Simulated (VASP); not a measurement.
A run of VASP 6.6.1:

The input POSCAR:

```
BaF2
1.0
    0.0000000000      3.0973610018      3.0973610018
    3.0973610018      0.0000000000      3.0973610018
    3.0973610018      3.0973610018      0.0000000000
Ba F
1 2
Direct
    0.0000000000      0.0000000000      0.0000000000
    0.2500000000      0.2500000000      0.2500000000
    0.7500000000      0.7500000000      0.7500000000
```

Contents of INCAR.step1:

```
PREC = Accurate
ENCUT = 660
ISMEAR = 0
SIGMA = 0.02
LREAL = F
LASPH = T
NELM = 120
NBANDS = 19
GGA = PE
ALGO = Normal
EDIFF = 1E-5
LWAVE = T
LCHARG = F
GGA_COMPAT = F
```

File INCAR.step2:

```
PREC = Accurate
ENCUT = 660
EDIFF = 1E-6
ISMEAR = 0
SIGMA = 0.02
LREAL = F
LASPH = T
NELM = 120
ALGO = Normal
ISIF = 2
LWAVE = F
LCHARG = T
METAGGA = R2SCAN
LMIXTAU = T
LELF = T
LVHAR = T
NBANDS = 19
ISTART = 1
GGA_COMPAT = F
```

KPOINTS

```
regular mesh
0
Gamma
  6 6 6
```

Potentials or basis: VASP PAW PBE potentials, release 64 (Ba_sv, F).

Launch:

```console
$ cat potpaw_PBE.64/Ba_sv/POTCAR potpaw_PBE.64/F/POTCAR > POTCAR
$ cp INCAR.step1 INCAR
$ mpirun -np 1 vasp_std > vasp.out
$ cp INCAR.step2 INCAR
$ mpirun -np 1 vasp_std > vasp.out
```

Hardware: 1 thread of Intel(R) Xeon(R) Platinum 8259CL CPU @ 2.50GHz (Skylake/Cascade Lake), on a shared host.

Estimate the wall time of this run.

Wall time 2.1 min on 1 thread of Intel(R) Xeon(R) Platinum 8259CL CPU @ 2.50GHz (Skylake/Cascade Lake), on a shared host, peak memory 0.26 GiB. Counts: k points 16.
